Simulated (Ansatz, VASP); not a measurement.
# Two plane-wave programs on CuAu

The input INCAR:

```
SYSTEM = CuAu
ALGO = Normal
EDIFF = 1E-8
ENCUT = 520
GGA = PE
ISIF = 2
ISMEAR = -1
LASPH = .True.
LCHARG = .False.
LEFG = .True.
LREAL = .False.
LWAVE = .False.
NBANDS = 18
NELM = 100
PREC = Accurate
SIGMA = 0.05
```

KPOINTS

```
k-points
0
Gamma
  15 15 11
  0 0 0
```

File POSCAR:

```
CuAu
1.0
    2.9092952427      0.0000000000      0.0000000000
    0.0000000000      2.9092952427      0.0000000000
    0.0000000000      0.0000000000      3.5425161056
Cu Au
1 1
Direct
    0.5000000000      0.5000000000      0.5000000000
    0.0000000000      0.0000000000      0.0000000000
```

Input for Ansatz:

```yaml
crystal:
  lattice:
    - [2.9092952427, 0.0, 0.0]
    - [0.0, 2.9092952427, 0.0]
    - [0.0, 0.0, 3.5425161056]
  atoms:
    - { symbol: Cu, position: [0.5, 0.5, 0.5] }
    - { symbol: Au, position: [0.0, 0.0, 0.0] }
kpoints:
  mp_grid: { grid: [15, 15, 11] }
scf:
  occupations: { method: fermi_dirac, width: 0.05 }
hamiltonian:
  xc: pbe
  pseudopotentials: { kind: paw }
output:
  forces: true
  stress: true
  eigenvalues: true
  efg: { contact_densities: true }
  populations: true
```

Alike in both runs: task electric field gradients; functional PBE; k mesh 15 × 15 × 11; occupations fermi-dirac, width 0.05 eV; no spin polarisation.

```csv
,VASP,Ansatz
version,VASP 6.6.1,Ansatz 0.2.0
potentials or method,"VASP PAW PBE potentials, release 64 (Cu, Au)","PAW with Ansatz's default frozen-core files, scalar-relativistic"
plane-wave cutoff (eV),520,420
valence electrons in the cell,22,38
```

Ansatz gave:

```
pressure (GPa)                                       : 0.0
size of Vzz on the site where it differs most (V/Å²) : 49.6
```

Q: What did VASP give for the same quantities?

A: Pressure (GPa): 0.0; size of Vzz on the site where it differs most (V/Å²): 60.7.

VASP's potentials hold 22 valence electrons a cell and Ansatz's 38, so a difference there can come from the potentials and not from the codes.

Spin-orbit coupling is off throughout.
